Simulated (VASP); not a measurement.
# Zr (I4_1/amd) in VASP: single point with LDA

Aim: the single point of Zr with LDA.

All numbers are computed with VASP 6.6.1; they aren't measurements. Logs are shortened: lines on timing, memory, paths and dates and some standing lists are left out, and cuts for length are marked.

**1. The cell of the first run**

Symmetry: I4_1/amd, No. 141, tetragonal system. The conventional cell has a = 4.818 Å, b = 4.818 Å, c = 2.684 Å, α = 90.00°, β = 90.00°, γ = 90.00°. Zr (site symmetry -4m2) has 10 Zr at 2.50 to 3.14 Å within 3.3 Å.

**2. Single point, LDA**

INCAR

```
PREC = Accurate
ENCUT = 520
EDIFF = 1E-6
ISMEAR = -1
SIGMA = 0.08
LREAL = False
LASPH = True
NELM = 80
ALGO = Normal
ISIF = 2
LWAVE = False
LCHARG = True
GGA = CA
LELF = True
LVHAR = True
NBANDS = 19
```

KPOINTS

```
Automatic mesh
0
Gamma
  16 16 16
```

POSCAR

```
Zr
1.0
   -2.4092340284      2.4092340284      1.3421486780
    2.4092340284     -2.4092340284      1.3421486780
    2.4092340284      2.4092340284     -1.3421486780
Zr
2
Direct
   -0.3750000000     -0.1250000000     -0.2500000000
    0.3750000000      0.1250000000      0.2500000000
```

Potentials or basis: VASP PAW LDA potentials, release 64 (Zr_sv).

The run is started by

```bash
$ cat potpaw_LDA.64/Zr_sv/POTCAR > POTCAR
$ mpirun -np 1 vasp_std > vasp.out
```

OUTCAR:

```text
PREC = Accurate
   ENCUT = 520
   EDIFF = 1E-6
   ISMEAR = -1
   LREAL = False
   LASPH = True
   NELM = 80
   ISIF = 2
   GGA = CA

 ion  position               nearest neighbor table
   1  0.625  0.875  0.750-   2 2.50   2 2.50   2 2.50   2 2.50   2 3.14   2 3.14   2 3.14   2 3.14

   2  0.375  0.125  0.250-   1 2.50   1 2.50   1 2.50   1 2.50   1 3.14   1 3.14   1 3.14   1 3.14

  LATTYP: Found a body centered tetragonal cell.
 ALAT       =     4.8184680568
 C/A-ratio  =     0.5570852238

  Lattice vectors:

 A1 = (  -2.4092340284,   2.4092340284,   1.3421486780)
 A2 = (   2.4092340284,  -2.4092340284,   1.3421486780)
 A3 = (   2.4092340284,   2.4092340284,  -1.3421486780)

Analysis of symmetry for initial positions (statically):
=====================================================================
 Subroutine PRICEL returns:
 Original cell was already a primitive cell.

 Routine SETGRP: Setting up the symmetry group for a
 body centered tetragonal supercell.

 Subroutine GETGRP returns: Found 16 space group operations
 (whereof  4 operations were pure point group operations)
 out of a pool of 16 trial point group operations.

The static configuration has the point symmetry C_2h.
 The point group associated with its full space group is D_4h.

Analysis of symmetry for dynamics (positions and initial velocities):
=====================================================================
 Subroutine PRICEL returns:
 Original cell was already a primitive cell.

 Routine SETGRP: Setting up the symmetry group for a
 body centered tetragonal supercell.

 Subroutine GETGRP returns: Found 16 space group operations
 (whereof  4 operations were pure point group operations)
 out of a pool of 16 trial point group operations.

The dynamic configuration has the point symmetry C_2h.
 The point group associated with its full space group is D_4h.

 Subroutine INISYM returns: Found 16 space group operations
 (whereof  4 operations are pure point group operations),
 and found     1 'primitive' translations

----------------------------------------------------------------------------------------

                                     Primitive cell

  volume of cell :      31.1615

  direct lattice vectors                    reciprocal lattice vectors
    -2.409234028  2.409234028  1.342148678     0.000000000  0.207534841  0.372536969
     2.409234028 -2.409234028  1.342148678     0.207534841  0.000000000  0.372536969
     2.409234028  2.409234028 -1.342148678     0.207534841  0.207534841  0.000000000

  length of vectors
     3.661991300  3.661991300  3.661991300     0.426444021  0.426444021  0.293498586

  position of ions in fractional coordinates (direct lattice)
     0.625000000  0.875000000  0.750000000
     0.375000000  0.125000000  0.250000000

  ion indices of the primitive-cell ions
   primitive index   ion index
                 1           1
                 2           2

----------------------------------------------------------------------------------------

 KPOINTS: Automatic mesh

Automatic generation of k-mesh.
 Grid dimensions read from file:
 generate k-points for:   16   16   16

 Generating k-lattice:

  Cartesian coordinates                     Fractional coordinates (reciprocal lattice)
     0.000000000  0.012970928  0.023283561     0.062500000 -0.000000000  0.000000000
     0.012970928  0.000000000  0.023283561    -0.000000000  0.062500000  0.000000000
     0.012970928  0.012970928  0.000000000     0.000000000  0.000000000  0.062500000

  Length of vectors
     0.026652751  0.026652751  0.018343662

  Shift w.r.t. Gamma in fractional coordinates (k-lattice)
     0.000000000  0.000000000  0.000000000

 Subroutine IBZKPT returns following result:
 ===========================================

 Found    349 irreducible k-points:

 Following reciprocal coordinates:
            Coordinates               Weight
  0.000000  0.000000  0.000000      1.000000
  0.062500  0.000000  0.000000      8.000000
  0.125000  0.000000  0.000000      8.000000
  0.187500  0.000000  0.000000      8.000000
  0.250000  0.000000  0.000000      8.000000
  0.312500  0.000000 -0.000000      8.000000
[... 16 lines left out ...]
 -0.125000  0.062500  0.000000     16.000000
 -0.062500  0.062500  0.000000      4.000000
 [... further k-points ...]
   k-points           NKPTS =    349   k-points in BZ     NKDIM =    349   number of bands    NBANDS=     19
   number of dos      NEDOS =    301   number of ions     NIONS =      2
   total plane-waves  NPLWV =  21952
   dimension x,y,z NGX =    28 NGY =   28 NGZ =   28
   dimension x,y,z NGXF=    56 NGYF=   56 NGZF=   56
   ions per type =               2
   NGX,Y,Z   is equivalent  to a cutoff of  12.71, 12.71, 12.71 a.u.
   NGXF,Y,Z  is equivalent  to a cutoff of  25.42, 25.42, 25.42 a.u.
 SYSTEM =  unknown system
   PREC   = accura    normal or accurate (medium, high low for compatibility)
   ISTART =      0    job   : 0-new  1-cont  2-samecut
   ICHARG =      2    charge: 1-file 2-atom 10-const
   ISPIN  =      1    spin polarized calculation?
   LNONCOLLINEAR =      F non collinear calculations
   LSORBIT =      F    spin-orbit coupling
   LASPH  =      T    aspherical Exc in radial PAW
   ENCUT  =  520.0 eV  38.22 Ry    6.18 a.u.   6.81  6.81  6.81*2*pi/ulx,y,z
   NELM   =     80;   NELMIN=  2; NELMDL= -5     # of ELM steps
   EDIFF  = 0.1E-05   stopping-criterion for ELM
   LREAL  =      F    real-space projection
   EDIFFG = 0.1E-04   stopping-criterion for IOM
   NSW    =      0    number of steps for IOM
   IBRION =     -1    ionic relax: 0-MD 1-quasi-New 2-CG
   NFREE  =      0    steps in history (QN), initial steepest desc. (CG)
   ISIF   =      2    stress and relaxation
   ISYM   =      2    0-nonsym 1-usesym 2-fastsym
   POTIM  = 0.5000    time-step for ionic-motion
   TEBEG  =    0.0;   TEEND  =   0.0 temperature during run
   PSTRESS=    0.0 pullay stress
   NELECT =      24.0000    total number of electrons
   NUPDOWN=      -1.0000    fix difference up-down
   EMIN   =  10.00;   EMAX   =-10.00  energy-range for DOS
   EFERMI =   0.00;   METHOD = LEGACY
   ISMEAR =    -1;   SIGMA  =   0.08  broadening in eV -4-tet -1-fermi 0-gaus
   EFERMI_NEDOS =   21; number of points for ismear=-14 and -15
   IALGO  =     38    algorithm
   IMIX   =      4    mixing-type and parameters
     AMIX     =   0.40;   BMIX     =  1.00
     AMIX_MAG =   1.60;   BMIX_MAG =  1.00
  volume/ion in A,a.u.               =      15.58       105.14
  Fermi-wavevector in a.u.,A,eV,Ry     =   1.500626  2.835771 30.638653  2.251877
  Thomas-Fermi vector in A             =   2.612102
   LORBIT       =      0    0 simple, 1 ext, 2 COOP (PROOUT), +10 PAW based schemes
   GGA     = CA    functional components
   LHFCALC =     F    Hartree Fock is set to
   AEXX    =    0.0000 exact exchange contribution
   IVDW    =     0    specifies the selected vdW correction
   LEPSILON=     F    determine dielectric tensor
   LRPA    =     F    only Hartree local field effects (RPA)
 non-spin polarized calculation
  energy-cutoff  :      520.00
  volume of cell :       31.16
 maximum number of plane-waves:       852
   NGX = 13   NGY = 13   NGZ = 13

 number of electron      24.0000000 magnetization

 Free energy of the ion-electron system (eV)
  ---------------------------------------------------
  ext. energy  EPLUGINS =         0.00000000
  ---------------------------------------------------
  free energy    TOTEN  =       -16.00987444 eV

  energy without entropy =      -15.96653671  energy(sigma->0) =      -15.98820557

 E-fermi :  13.5283     XC(G=0): -13.2098

 val. band max:       13.5283041834   @ k =   0.5000   0.5000   0.4375
 cond. band min:      13.5284844008   @ k =   0.1875   0.1250   0.0000
 fundamental gap:      0.0001802175
 Fermi energy:        13.5283305366

 k-point     1 :       0.0000    0.0000    0.0000
  band No.  band energies     occupation
      1     -34.7838      2.00000
      2     -33.3457      2.00000
      3     -13.9776      2.00000
      4     -13.9776      2.00000
      5     -11.0798      2.00000
      6     -11.0352      2.00000
[... 11 lines left out ...]
     18      22.8632      0.00000
     19      23.8395      0.00000

 k-point     2 :       0.0625    0.0000    0.0000
  band No.  band energies     occupation
      1     -34.7598      2.00000
      2     -33.3456      2.00000
      3     -13.9706      2.00000
      4     -13.9345      2.00000
      5     -11.1969      2.00000
      6     -11.1446      2.00000
[... 11 lines left out ...]
     18      22.7456      0.00000
     19      23.3372      0.00000

 k-point     3 :       0.1250    0.0000    0.0000
  band No.  band energies     occupation
      1     -34.6905      2.00000
      2     -33.3461      2.00000
      3     -13.9503      2.00000
      4     -13.8128      2.00000
      5     -11.5130      2.00000
      6     -11.4268      2.00000
[... 11 lines left out ...]
     18      22.4298      0.00000
     19      23.0617      0.00000

 k-point     4 :       0.1875    0.0000    0.0000
  band No.  band energies     occupation
      1     -34.5828      2.00000
      2     -33.3489      2.00000
      3     -13.9188      2.00000
      4     -13.6386      2.00000
      5     -11.9739      2.00000
      6     -11.7879      2.00000
[... 11 lines left out ...]
     18      21.9567      0.00000
     19      23.2197      0.00000

 k-point     5 :       0.2500    0.0000    0.0000
  band No.  band energies     occupation
      1     -34.4485      2.00000
      2     -33.3569      2.00000
      3     -13.8799      2.00000
      4     -13.4714      2.00000
      5     -12.4771      2.00000
      6     -12.1442      2.00000
[... 11 lines left out ...]
     18      21.3012      0.00000
     19      23.1858      0.00000
[... 334 lines left out ...]
      2     -33.3992      2.00000
      3     -13.9351      2.00000
      4     -13.4807      2.00000
      5     -12.0930      2.00000
      6     -11.7634      2.00000
[... 11 lines left out ...]
     18      21.4456      0.00000
     19      22.9174      0.00000

 k-point    22 :      -0.1875    0.0625   -0.0000
  band No.  band energies     occupation
      1     -34.6534      2.00000
      2     -33.3871      2.00000
      3     -13.9571      2.00000
      4     -13.6871      2.00000
      5     -11.6350      2.00000
      6     -11.4191      2.00000
[... 11 lines left out ...]
     18      21.9900      0.00000
     19      22.4566      0.00000

 k-point    23 :      -0.1250    0.0625    0.0000
  band No.  band energies     occupation
      1     -34.7342      2.00000
      2     -33.3744      2.00000
      3     -13.9645      2.00000
      4     -13.8573      2.00000
      5     -11.3005      2.00000
      6     -11.1439      2.00000
[... 11 lines left out ...]
     18      22.3217      0.00000
     19      22.4123      0.00000

 k-point    24 :      -0.0625    0.0625    0.0000
  band No.  band energies     occupation
      1     -34.7708      2.00000
      2     -33.3604      2.00000
      3     -13.9573      2.00000
      4     -13.9557      2.00000
      5     -11.1423      2.00000
      6     -11.0326      2.00000
[... 11 lines left out ...]
     18      22.6815      0.00000
     19      22.9166      0.00000

 [... further k-points ...]
[... 5 lines left out ...]
  --------------------------------------------------------------------------------------
  -------------------------------------------------------------------------------------
  Total       11.2487886     11.2487886     11.1844914      0.0000000      0.0000000      0.0000000
  in kB      578.3593240    578.3593240    575.0534683      0.0000000      0.0000000      0.0000000
  external PRESSURE =     577.2573721 kB  Pullay stress =       0.0000000 kB

 VOLUME and BASIS-vectors are now :
 -----------------------------------------------------------------------------
  energy-cutoff  :      520.00
  volume of cell :       31.16
      direct lattice vectors                 reciprocal lattice vectors
    -2.409234028  2.409234028  1.342148678     0.000000000  0.207534841  0.372536969
     2.409234028 -2.409234028  1.342148678     0.207534841  0.000000000  0.372536969
     2.409234028  2.409234028 -1.342148678     0.207534841  0.207534841  0.000000000

 POSITION                                       TOTAL-FORCE (eV/Angst)
 -----------------------------------------------------------------------------------
      2.40923      1.20462      1.00661         0.000000     -0.000000      0.000000
      0.00000      1.20462      0.33554        -0.000000      0.000000     -0.000000
 -----------------------------------------------------------------------------------
    total drift:                               -0.000000      0.000000     -0.000000

  FREE ENERGIE OF THE ION-ELECTRON SYSTEM (eV)
  ---------------------------------------------------
  free  energy   TOTEN  =       -16.0098744381 eV

  energy  without entropy=      -15.9665367118  energy(sigma->0) =      -15.98820557
```

It took 82 s on 1 thread of Intel Xeon 6975P-C (Granite Rapids), shared host; peak memory 0.27 GiB.

Results:

```yaml
Free_energy: -16.0099 eV
Pressure: 57.7 GPa
Band_gap_on_the_k_mesh: zero (bands 12 and 13 overlap by 2.08 eV)
```

Levels at points of the mesh, in eV from the Fermi level:
```tsv
k point	band 8	band 9	band 10	band 11	band 12	band 13	band 14	band 15	band 16	band 17
(0.00, 0.00, 0.00)	-24.39	-5.34	-5.10	-2.17	-1.32	-0.37	3.88	3.88	4.16	4.16
(0.50, 0.00, 0.00)	-24.28	-3.95	-3.48	-1.68	-0.01	1.47	2.75	3.61	4.15	7.18
(0.50, 0.50, 0.00)	-24.41	-2.73	-2.73	-0.94	-0.94	1.51	1.51	3.94	3.94	6.31
(0.50, 0.50, 0.50)	-23.94	-2.46	-2.46	0.01	0.01	2.43	2.43	3.73	3.73	5.36
```

Caveat: the cell stands under pressure.
